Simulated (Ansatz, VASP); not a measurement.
**Two plane-wave programs on Sb**

The input INCAR:

```
SYSTEM = Sb
ALGO = Normal ; DIPOL = 0.5 0.5 0.327
EDIFF = 1E-6 ; ENCUT = 400
GGA = CA ; GGA_COMPAT = .False.
IDIPOL = 3 ; ISIF = 2
ISMEAR = 0 ; LASPH = .True.
LCHARG = .False. ; LDIPOL = .True.
LREAL = .False. ; LWAVE = .False.
NBANDS = 38 ; NELM = 120
NELMDL = -8 ; PREC = Accurate
SIGMA = 0.01
```

File KPOINTS:

```
k-points
0
Gamma
  6 6 1
  0 0 0
```

Contents of POSCAR:

```
Sb
1.0
    5.1294278169      0.0000000000      0.0000000000
    0.0000000000      4.2400752000      0.0000000000
    0.0000000000      0.0000000000     29.0216962420
Sb
4
Direct
    0.0594220751      0.0000000000      0.3752152672
    0.4405779249      0.5000000000      0.3752152672
    0.5594220751      0.5000000000      0.2794673482
    0.9405779249      0.0000000000      0.2794673482
```

Input for Ansatz:

```yaml
crystal:
  lattice:
    - [5.1294278169, 0.0, 0.0]
    - [0.0, 4.2400752, 0.0]
    - [0.0, 0.0, 29.021696242]
  atoms:
    - { symbol: Sb, position: [0.0594220751, 0.0, 0.3752152672] }
    - { symbol: Sb, position: [0.4405779249, 0.5, 0.3752152672] }
    - { symbol: Sb, position: [0.5594220751, 0.5, 0.2794673482] }
    - { symbol: Sb, position: [0.9405779249, 0.0, 0.2794673482] }
  periodic: [true, true, false]
kpoints:
  mp_grid: { grid: [6, 6, 1] }
  band_path:
    path:
      - [0.0, 0.0, 0.0]
      - [0.5, 0.0, 0.0]
      - [0.5, 0.5, 0.0]
      - [0.0, 0.5, 0.0]
      - [0.378906, 0.0, 0.0]
      - [0.4, 0.0, 0.0]
    npoints: 1
hamiltonian:
  xc: lda
scf:
  occupations: { method: fixed }
  n_extra_bands: 5
output:
  forces: true
  stress: true
  eigenvalues: true
  write_density: true
  write_potential: true
  elf: true
  volumetric_format: npy
```

Alike in both runs: task single point; functional LDA; k mesh 6 × 6 × 1; no spin polarisation.

|  | VASP | Ansatz |
| --- | --- | --- |
| version | VASP 6.6.1 | Ansatz 0.2.0 |
| potentials or method | VASP PAW LDA potentials, release 64 (Sb_d_GW) | plane waves, PAW |
| plane-wave cutoff (eV) | 400 | 420 |
| occupations | gaussian, width 0.01 eV | fixed |
| valence electrons in the cell | 60 | 60 |

```tsv
	VASP	Ansatz	Ansatz less VASP
gap on the k mesh at the Fermi level (eV)	0.54	0.54	+0.006
rms of the force components (eV/Å)	0.090	0.096	+0.0064
```

LDA's correlation is that of Perdew and Zunger in VASP and of Perdew and Wang (1992) in Ansatz. Atom by atom the forces differ by 0.008 eV/Å (rms over components). Ansatz's warnings: xc potential rough in thin density.

Neither program's run includes spin-orbit coupling.
